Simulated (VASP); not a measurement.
A run of VASP 6.6.1:

The input INCAR:

```
SYSTEM = KAlPb3
PREC = Accurate ; ENCUT = 500
EDIFF = 1E-6 ; ISMEAR = 0
SIGMA = 0.1 ; LREAL = .False.
LASPH = .True. ; NELM = 120
ALGO = Normal ; ISIF = 2
LWAVE = .False. ; LCHARG = .False.
GGA = PE ; NBANDS = 35
GGA_COMPAT = .False.
```

File KPOINTS:

```
regular mesh
0
Gamma
  4 4 4
  0 0 0
```

POSCAR

```
KAlPb3
1.0
    5.9463362391      0.0000000000      0.0000000000
    0.0000000000      5.9463362391      0.0000000000
    0.0000000000      0.0000000000      5.9463362391
K Al Pb
1 1 3
Direct
    0.5000000000      0.5000000000      0.5000000000
    0.0000000000      0.0000000000      0.0000000000
    0.0000000000      0.5000000000      0.5000000000
    0.5000000000      0.0000000000      0.5000000000
    0.5000000000      0.5000000000      0.0000000000
```

Potentials or basis: VASP PAW PBE potentials, release 64 (K_sv, Al, Pb_d).

Run with:

```sh
$ cat potpaw_PBE.64/K_sv/POTCAR potpaw_PBE.64/Al/POTCAR potpaw_PBE.64/Pb_d/POTCAR > POTCAR
$ mpirun -np 1 vasp_std > vasp.out
```

Hardware: 1 thread of Intel Xeon 8259CL (shared host).

Question: How long does it take, and how much memory?

Answer: Run time: 100 s on 1 thread of Intel Xeon 8259CL, on a shared host, peak memory 0.35 GiB. Counts: scf iterations 12, k points 10.
